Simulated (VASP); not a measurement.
# TaN (P-6m2) in VASP: notebook

TaN is run at these levels: PBEsol; tasks: single point.

Program: VASP 6.6.1. These are calculated values, not measurements. Logs are shortened: lines on timing, memory, paths and dates and some standing lists are left out, and cuts for length are marked.

## (1) The cell of the first run

Symmetry: P-6m2, No. 187, hexagonal system. Conventional cell: a = 2.834 Å, b = 2.834 Å, c = 2.568 Å, α = 90.00°, β = 90.00°, γ = 120.00°. Within 2.8 Å of Ta (site symmetry -6m2) lie 6 N at 2.08 Å and 2 Ta at 2.57 Å. Within 2.8 Å of N (site symmetry -6m2) lie 6 Ta at 2.08 Å and 2 N at 2.57 Å.

## (2) Single point, PBEsol (volume 8.928 Å^3 an atom, c/a of the conventional cell 0.9061)

The input, INCAR:

```
SYSTEM = TaN
  ALGO = Normal
  EDIFF = 1E-6
  ENCUT = 520
  GGA = PS
  ISIF = 2
  ISMEAR = 0
  LASPH = .True.
  LCHARG = .False.
  LREAL = .False.
  LWAVE = .False.
  NBANDS = 15
  NELM = 80
  PREC = Accurate
  SIGMA = 0.15
```

The input, KPOINTS:

```
k-points
0
Gamma
  21 21 18
  0 0 0
```

The input, POSCAR:

```
TaN
1.0
    2.8337343744      0.0000000000      0.0000000000
   -1.4168671872      2.4540859558      0.0000000000
    0.0000000000      0.0000000000      2.5676467167
Ta N
1 1
Direct
    0.3333333333      0.6666666667      0.5000000000
    0.0000000000      0.0000000000      0.0000000000
```

Potentials or basis: VASP PAW PBE potentials, release 64 (Ta_pv, N).

Launch:

```
> cat potpaw_PBE.64/Ta_pv/POTCAR potpaw_PBE.64/N/POTCAR > POTCAR
> mpirun -np 1 vasp_std > vasp.out
```

OUTCAR:

```text
SYSTEM = TaN
   EDIFF = 1E-6
   ENCUT = 520
   GGA = PS
   ISIF = 2
   ISMEAR = 0
   LASPH = .True.
   LREAL = .False.
   NELM = 80
   PREC = Accurate

 ion  position               nearest neighbor table
   1  0.333  0.667  0.500-   2 2.08   2 2.08   2 2.08   2 2.08   2 2.08   2 2.08
   2  0.000  0.000  0.000-   1 2.08   1 2.08   1 2.08   1 2.08   1 2.08   1 2.08

  LATTYP: Found a hexagonal cell.
 ALAT       =     2.8337343744
 C/A-ratio  =     0.9061000000

  Lattice vectors:

 A1 = (   2.8337343744,   0.0000000000,   0.0000000000)
 A2 = (  -1.4168671872,   2.4540859558,   0.0000000000)
 A3 = (   0.0000000000,   0.0000000000,   2.5676467167)

Analysis of symmetry for initial positions (statically):
=====================================================================
 Subroutine PRICEL returns:
 Original cell was already a primitive cell.

 Routine SETGRP: Setting up the symmetry group for a
 hexagonal supercell.

 Subroutine GETGRP returns: Found 12 space group operations
 (whereof 12 operations were pure point group operations)
 out of a pool of 24 trial point group operations.

The static configuration has the point symmetry D_3h.

Analysis of symmetry for dynamics (positions and initial velocities):
=====================================================================
 Subroutine PRICEL returns:
 Original cell was already a primitive cell.

 Routine SETGRP: Setting up the symmetry group for a
 hexagonal supercell.

 Subroutine GETGRP returns: Found 12 space group operations
 (whereof 12 operations were pure point group operations)
 out of a pool of 24 trial point group operations.

The dynamic configuration has the point symmetry D_3h.

 Subroutine INISYM returns: Found 12 space group operations
 (whereof 12 operations are pure point group operations),
 and found     1 'primitive' translations

----------------------------------------------------------------------------------------

                                     Primitive cell

  volume of cell :      17.8560

  direct lattice vectors                    reciprocal lattice vectors
     2.833734374  0.000000000  0.000000000     0.352891227  0.203741845  0.000000000
    -1.416867187  2.454085956  0.000000000     0.000000000  0.407483690  0.000000000
     0.000000000  0.000000000  2.567646717     0.000000000  0.000000000  0.389461678

  length of vectors
     2.833734374  2.833734374  2.567646717     0.407483690  0.407483690  0.389461678

  position of ions in fractional coordinates (direct lattice)
     0.333333333  0.666666667  0.500000000
     0.000000000  0.000000000  0.000000000

  ion indices of the primitive-cell ions
   primitive index   ion index
                 1           1
                 2           2

----------------------------------------------------------------------------------------

 KPOINTS: k-points

Automatic generation of k-mesh.
 Grid dimensions read from file:
 generate k-points for:   21   21   18

 Generating k-lattice:

  Cartesian coordinates                     Fractional coordinates (reciprocal lattice)
     0.016804344  0.009701993  0.000000000     0.047619048 -0.000000000  0.000000000
     0.000000000  0.019403985  0.000000000     0.000000000  0.047619048  0.000000000
     0.000000000  0.000000000  0.021636760     0.000000000  0.000000000  0.055555556

  Length of vectors
     0.019403985  0.019403985  0.021636760

  Shift w.r.t. Gamma in fractional coordinates (k-lattice)
     0.000000000  0.000000000  0.000000000

 Subroutine IBZKPT returns following result:
 ===========================================

 Found    480 irreducible k-points:

 Following reciprocal coordinates:
            Coordinates               Weight
  0.000000  0.000000  0.000000      1.000000
  0.047619 -0.000000  0.000000      6.000000
  0.095238 -0.000000  0.000000      6.000000
  0.142857  0.000000  0.000000      6.000000
  0.190476 -0.000000  0.000000      6.000000
  0.238095 -0.000000  0.000000      6.000000
[... 16 lines left out ...]
  0.142857  0.095238  0.000000     12.000000
  0.190476  0.095238  0.000000     12.000000
 [... further k-points ...]
   k-points           NKPTS =    480   k-points in BZ     NKDIM =    480   number of bands    NBANDS=     15
   number of dos      NEDOS =    301   number of ions     NIONS =      2
   total plane-waves  NPLWV =  11520
   dimension x,y,z NGX =    24 NGY =   24 NGZ =   20
   dimension x,y,z NGXF=    48 NGYF=   48 NGZF=   40
   ions per type =               1   1
   NGX,Y,Z   is equivalent  to a cutoff of  14.08, 14.08, 12.95 a.u.
   NGXF,Y,Z  is equivalent  to a cutoff of  28.16, 28.16, 25.90 a.u.
 SYSTEM =  TaN
   PREC   = accura    normal or accurate (medium, high low for compatibility)
   ISTART =      0    job   : 0-new  1-cont  2-samecut
   ICHARG =      2    charge: 1-file 2-atom 10-const
   ISPIN  =      1    spin polarized calculation?
   LNONCOLLINEAR =      F non collinear calculations
   LSORBIT =      F    spin-orbit coupling
   LASPH  =      T    aspherical Exc in radial PAW
   ENCUT  =  520.0 eV  38.22 Ry    6.18 a.u.   5.27  5.27  4.77*2*pi/ulx,y,z
   NELM   =     80;   NELMIN=  2; NELMDL= -5     # of ELM steps
   EDIFF  = 0.1E-05   stopping-criterion for ELM
   LREAL  =      F    real-space projection
   EDIFFG = 0.1E-04   stopping-criterion for IOM
   NSW    =      0    number of steps for IOM
   IBRION =     -1    ionic relax: 0-MD 1-quasi-New 2-CG
   NFREE  =      0    steps in history (QN), initial steepest desc. (CG)
   ISIF   =      2    stress and relaxation
   ISYM   =      2    0-nonsym 1-usesym 2-fastsym
   POTIM  = 0.5000    time-step for ionic-motion
   TEBEG  =    0.0;   TEEND  =   0.0 temperature during run
   PSTRESS=    0.0 pullay stress
   NELECT =      16.0000    total number of electrons
   NUPDOWN=      -1.0000    fix difference up-down
   EMIN   =  10.00;   EMAX   =-10.00  energy-range for DOS
   EFERMI =   0.00;   METHOD = LEGACY
   ISMEAR =     0;   SIGMA  =   0.15  broadening in eV -4-tet -1-fermi 0-gaus
   EFERMI_NEDOS =   21; number of points for ismear=-14 and -15
   IALGO  =     38    algorithm
   IMIX   =      4    mixing-type and parameters
     AMIX     =   0.40;   BMIX     =  1.00
     AMIX_MAG =   1.60;   BMIX_MAG =  1.00
  volume/ion in A,a.u.               =       8.93        60.25
  Fermi-wavevector in a.u.,A,eV,Ry     =   1.578290  2.982535 33.892097  2.490999
  Thomas-Fermi vector in A             =   2.678843
   LORBIT       =      0    0 simple, 1 ext, 2 COOP (PROOUT), +10 PAW based schemes
   GGA     = PS    functional components
   LHFCALC =     F    Hartree Fock is set to
   AEXX    =    0.0000 exact exchange contribution
   IVDW    =     0    specifies the selected vdW correction
   LEPSILON=     F    determine dielectric tensor
   LRPA    =     F    only Hartree local field effects (RPA)
 non-spin polarized calculation
 Gauss-broadening in eV      SIGMA  =   0.15
  energy-cutoff  :      520.00
  volume of cell :       17.86
 maximum number of plane-waves:       494
 NGX is ok and might be reduce to    24
   NGX = 11   NGY = 11   NGZ =  9

 number of electron      16.0000001 magnetization

 Free energy of the ion-electron system (eV)
  ---------------------------------------------------
  ext. energy  EPLUGINS =         0.00000000
  ---------------------------------------------------
  free energy    TOTEN  =       -22.64287992 eV

  energy without entropy =      -22.64036128  energy(sigma->0) =      -22.64162060

 E-fermi :  10.3673     XC(G=0): -14.5417

 val. band max:       10.3607522333   @ k =   0.0476   0.0476   0.3333
 cond. band min:      10.3750523637   @ k =   0.4286   0.0952   0.5000
 fundamental gap:      0.0143001304
 Fermi energy:        10.3673211332

 k-point     1 :       0.0000    0.0000    0.0000
  band No.  band energies     occupation
      1     -23.8462      2.00000
      2     -23.8462      2.00000
      3     -23.6878      2.00000
      4      -9.0624      2.00000
      5       4.0182      2.00000
      6       4.0182      2.00000
      7       5.0260      2.00000
      8       7.7360      2.00000
      9      13.0863      0.00000
     10      15.3038      0.00000
     11      15.3038      0.00000
     12      15.6657      0.00000
     13      15.6657      0.00000
     14      24.2620      0.00000
     15      25.4077      0.00000

 k-point     2 :       0.0476   -0.0000    0.0000
  band No.  band energies     occupation
      1     -23.8893      2.00000
      2     -23.8547      2.00000
      3     -23.6830      2.00000
      4      -8.9946      2.00000
      5       3.8699      2.00000
      6       4.0706      2.00000
      7       5.1047      2.00000
      8       7.6497      2.00000
      9      13.2801      0.00000
     10      15.1898      0.00000
     11      15.2953      0.00000
     12      15.6375      0.00000
     13      15.7459      0.00000
     14      24.2615      0.00000
     15      25.3402      0.00000

 k-point     3 :       0.0952   -0.0000    0.0000
  band No.  band energies     occupation
      1     -24.0129      2.00000
      2     -23.8794      2.00000
      3     -23.6692      2.00000
      4      -8.7986      2.00000
      5       3.4971      2.00000
      6       4.2234      2.00000
      7       5.3002      2.00000
      8       7.4093      2.00000
      9      13.7708      0.00000
     10      14.9300      0.00000
     11      15.2762      0.00000
     12      15.5562      0.00000
     13      15.9629      0.00000
     14      24.2604      0.00000
     15      25.1918      0.00000
[... 343 lines left out ...]
 k-point    23 :       0.1429    0.0952    0.0000
  band No.  band energies     occupation
      1     -24.5005      2.00000
      2     -24.0093      2.00000
      3     -23.6083      2.00000
      4      -7.9570      2.00000
      5       2.3491      2.00000
      6       4.8341      2.00000
      7       5.9749      2.00000
      8       6.5115      2.00000
      9      13.4296      0.00000
     10      15.0413      0.00000
     11      15.3641      0.00000
     12      16.2845      0.00000
     13      16.8602      0.00000
     14      24.2715      0.00000
     15      25.0237      0.00000

 k-point    24 :       0.1905    0.0952    0.0000
  band No.  band energies     occupation
      1     -24.7235      2.00000
      2     -24.0754      2.00000
      3     -23.5780      2.00000
      4      -7.5477      2.00000
      5       1.9312      2.00000
      6       5.1048      2.00000
      7       6.1329      2.00000
      8       6.2379      2.00000
      9      13.0459      0.00000
     10      14.7838      0.00000
     11      15.4977      0.00000
     12      17.2041      0.00000
     13      17.2497      0.00000
     14      24.2846      0.00000
     15      25.1222      0.00000

 [... further k-points ...]
[... 5 lines left out ...]
  --------------------------------------------------------------------------------------
  -------------------------------------------------------------------------------------
  Total        7.8243956      7.8243956     17.6695247     -0.0000000     -0.0000000      0.0000000
  in kB      702.0648110    702.0648110   1585.4453323     -0.0000000     -0.0000000      0.0000000
  external PRESSURE =     996.5249848 kB  Pullay stress =       0.0000000 kB

 VOLUME and BASIS-vectors are now :
 -----------------------------------------------------------------------------
  energy-cutoff  :      520.00
  volume of cell :       17.86
      direct lattice vectors                 reciprocal lattice vectors
     2.833734374  0.000000000  0.000000000     0.352891227  0.203741845  0.000000000
    -1.416867187  2.454085956  0.000000000     0.000000000  0.407483690  0.000000000
     0.000000000  0.000000000  2.567646717     0.000000000  0.000000000  0.389461678

 POSITION                                       TOTAL-FORCE (eV/Angst)
 -----------------------------------------------------------------------------------
     -0.00000      1.63606      1.28382         0.000000      0.000000      0.000000
      0.00000      0.00000      0.00000        -0.000000      0.000000      0.000000
 -----------------------------------------------------------------------------------
    total drift:                                0.000000     -0.000000     -0.000000

  FREE ENERGIE OF THE ION-ELECTRON SYSTEM (eV)
  ---------------------------------------------------
  free  energy   TOTEN  =       -22.6428799191 eV

  energy  without entropy=      -22.6403612797  energy(sigma->0) =      -22.64162060
```

Wall time 57 s (1 thread of Intel Xeon 6975P-C, shared host); peak memory 0.25 GiB.

Results:

| Quantity | Value |
| --- | --- |
| Free energy | -22.6429 eV |
| Pressure | 99.7 GPa |
| Band gap on the k mesh | zero (band 8 reaches 10.61 eV, above the bottom of band 9 at 10.04 eV) |

Stress tensor (GPa, compression positive):
```
 70.21   0.00   0.00
  0.00  70.21   0.00
  0.00   0.00 158.54
```

Levels at points of the mesh, in eV from the Fermi level:
| k point | band 5 | band 6 | band 7 | band 8 | band 9 | band 10 | band 11 | band 12 |
| --- | --- | --- | --- | --- | --- | --- | --- | --- |
| (0.00, 0.00, 0.00) | -6.35 | -6.35 | -5.34 | -2.63 | 2.72 | 4.94 | 4.94 | 5.30 |
| (0.00, 0.00, 0.50) | -10.74 | -5.37 | -5.37 | -0.27 | -0.27 | 2.94 | 2.94 | 3.99 |

Caveat: the PAW data sets were made with another functional, which shifts forces and pressure a little; spin-orbit coupling is left out, which moves the levels of the heavy elements.

## (3) Single point, PBEsol (volume 8.928 Å^3 an atom, c/a of the conventional cell 0.9245)

The input, INCAR:

```
  PREC = Accurate
  ENCUT = 520
  EDIFF = 1E-7
  ISMEAR = 0
  SIGMA = 0.15
  LREAL = False
  LASPH = True
  NELM = 100
  ALGO = Normal
  ISIF = 2
  LWAVE = False
  LCHARG = True
  GGA = PS
  LELF = True
  LVHAR = True
  NBANDS = 15
```

The input, KPOINTS:

```
regular mesh
0
Gamma
  21 21 18
```

The input, POSCAR:

```
TaN
1.0
    2.8148086483      0.0000000000      0.0000000000
   -1.4074043241      2.4376957962      0.0000000000
    0.0000000000      0.0000000000      2.6022905953
Ta N
1 1
Direct
    0.3333333333      0.6666666667      0.5000000000
    0.0000000000      0.0000000000      0.0000000000
```

Potentials or basis: VASP PAW PBE potentials, release 64 (Ta_pv, N).

Launch:

```
> cat potpaw_PBE.64/Ta_pv/POTCAR potpaw_PBE.64/N/POTCAR > POTCAR
> mpirun -np 1 vasp_std > vasp.out
```

Run time: 68 s. Hardware: 1 thread of Intel Xeon 6975P-C, shared host; peak memory 0.25 GiB.

It converged, with:

```yaml
Free_energy: -22.7597 eV
Pressure: 97.9 GPa
Band_gap_on_the_k_mesh: zero (band 8 reaches 10.67 eV, above the bottom of band 9 at 10.05 eV)
```

Stress tensor (GPa, compression positive):
```
 75.22   0.00   0.00
  0.00  75.22   0.00
  0.00   0.00 143.32
```

Levels at points of the mesh, in eV from the Fermi level:
| k point | band 4 | band 5 | band 6 | band 7 | band 8 | band 9 | band 10 | band 11 | band 12 | band 13 |
| --- | --- | --- | --- | --- | --- | --- | --- | --- | --- | --- |
| (0.00, 0.00, 0.00) | -19.39 | -6.15 | -6.15 | -5.31 | -2.78 | 2.93 | 4.82 | 4.82 | 5.22 | 5.22 |
| (0.00, 0.00, 0.50) | -15.21 | -10.72 | -5.17 | -5.17 | -0.27 | -0.27 | 3.15 | 3.15 | 3.77 | 9.48 |

Caveat: the PAW data sets were made with another functional, which shifts forces and pressure a little; spin-orbit coupling is left out, which moves the levels of the heavy elements.

## (4) Single point, PBEsol (volume 8.928 Å^3 an atom, c/a of the conventional cell 1.0017)

The input, INCAR:

```
SYSTEM = TaN
  PREC = Accurate
  ENCUT = 520
  EDIFF = 1E-6
  ISMEAR = 0
  SIGMA = 0.15
  LREAL = .False.
  LASPH = .True.
  NELM = 80
  ALGO = Normal
  ISIF = 2
  LWAVE = .False.
  LCHARG = .False.
  GGA = PS
  NBANDS = 15
```

The input, KPOINTS:

```
regular mesh
0
Gamma
  21 21 18
  0 0 0
```

The input, POSCAR:

```
TaN
1.0
    2.7405556412      0.0000000000      0.0000000000
   -1.3702778206      2.3733908058      0.0000000000
    0.0000000000      0.0000000000      2.7452145858
Ta N
1 1
Direct
    0.3333333333      0.6666666667      0.5000000000
    0.0000000000      0.0000000000      0.0000000000
```

Launch:

```
> cat potpaw_PBE.64/Ta_pv/POTCAR potpaw_PBE.64/N/POTCAR > POTCAR
> mpirun -np 1 vasp_std > vasp.out
```

Run time: 73 s. Hardware: 1 thread of Intel Xeon Platinum 8259CL at 2.50GHz (Skylake/Cascade Lake), shared host; peak memory 0.23 GiB.

It converged, with:

```
Free energy            : -22.9375 eV
Pressure               : 93.2 GPa
Band gap on the k mesh : zero (band 8 reaches 10.40 eV, above the bottom of band 9 at 9.95 eV)
```

Stress tensor (GPa, compression positive):
```
95.62  0.00  0.00
 0.00 95.62  0.00
 0.00  0.00 88.50
```

Levels at points of the mesh, in eV from the Fermi level:
| k point | band 4 | band 5 | band 6 | band 7 | band 8 | band 9 | band 10 | band 11 | band 12 | band 13 |
| --- | --- | --- | --- | --- | --- | --- | --- | --- | --- | --- |
| (0.00, 0.00, 0.00) | -19.20 | -5.29 | -5.29 | -5.28 | -3.21 | 3.86 | 4.38 | 4.38 | 5.09 | 5.09 |
| (0.00, 0.00, 0.50) | -15.29 | -10.56 | -4.27 | -4.27 | -0.24 | -0.24 | 2.65 | 4.01 | 4.01 | 9.97 |

Caveat: the PAW data sets were made with another functional, which shifts forces and pressure a little; spin-orbit coupling is left out, which moves the levels of the heavy elements.

## (5) Single point, PBEsol (volume 8.928 Å^3 an atom, c/a of the conventional cell 0.9623)

The input, INCAR:

```
ALGO = Normal ; EDIFF = 1E-6
ENCUT = 520 ; GGA = PS
ISIF = 2 ; ISMEAR = 0
LASPH = True ; LCHARG = True
LELF = True ; LREAL = False
LVHAR = True ; LWAVE = False
NBANDS = 15 ; NELM = 80
PREC = Accurate ; SIGMA = 0.15
```

The input, KPOINTS:

```
k-points
0
Gamma
  21 21 18
```

The input, POSCAR:

```
TaN
1.0
    2.7774591909      0.0000000000      0.0000000000
   -1.3887295954      2.4053502173      0.0000000000
    0.0000000000      0.0000000000      2.6727489794
Ta N
1 1
Direct
    0.3333333333      0.6666666667      0.5000000000
    0.0000000000      0.0000000000      0.0000000000
```

Launch:

```
> cat potpaw_PBE.64/Ta_pv/POTCAR potpaw_PBE.64/N/POTCAR > POTCAR
> mpirun -np 1 vasp_std > vasp.out
```

It took 71 s on 1 thread of Intel Xeon Platinum 8259CL at 2.50GHz (Skylake/Cascade Lake), shared host; peak memory 0.24 GiB.

Results (log left out):

* Free energy: -22.9045 eV
* Pressure: 95.2 GPa
* Band gap on the k mesh: zero (band 8 reaches 10.51 eV, above the bottom of band 9 at 10.01 eV)

Stress tensor (GPa, compression positive):
```
 85.32   0.00   0.00
  0.00  85.32   0.00
  0.00   0.00 114.87
```

Levels at points of the mesh, in eV from the Fermi level:
| k point | band 5 | band 6 | band 7 | band 8 | band 9 | band 10 | band 11 | band 12 |
| --- | --- | --- | --- | --- | --- | --- | --- | --- |
| (0.00, 0.00, 0.00) | -5.74 | -5.74 | -5.28 | -3.02 | 3.37 | 4.59 | 4.59 | 5.12 |
| (0.00, 0.00, 0.50) | -10.65 | -4.75 | -4.75 | -0.27 | -0.27 | 3.25 | 3.58 | 3.58 |

Caveat: the PAW data sets were made with another functional, which shifts forces and pressure a little; spin-orbit coupling is left out, which moves the levels of the heavy elements.

## (6) The runs side by side

| cell | gap on the mesh (eV) | pressure (GPa) |
| --- | --- | --- |
| a = 2.834, b = 2.834, c = 2.568 Å, angles 90.0, 90.0, 120.0°, 2 atoms | none | 99.7 |
| a = 2.815, b = 2.815, c = 2.602 Å, angles 90.0, 90.0, 120.0°, 2 atoms | none | 97.9 |
| a = 2.741, b = 2.741, c = 2.745 Å, angles 90.0, 90.0, 120.0°, 2 atoms | none | 93.2 |
| a = 2.777, b = 2.777, c = 2.673 Å, angles 90.0, 90.0, 120.0°, 2 atoms | none | 95.2 |

Alike in all rows: task single point; level PBEsol; potentials or basis VASP PAW PBE potentials, release 64 (Ta_pv, N); no spin polarisation; k mesh 21 × 21 × 18; cutoff (eV) 520; smearing gaussian 0.15 eV.

Caveats: the PAW data sets were made with another functional, which shifts forces and pressure a little; spin-orbit coupling is left out, which moves the levels of the heavy elements.

Absolute energies hang on the potentials; compare differences alone.
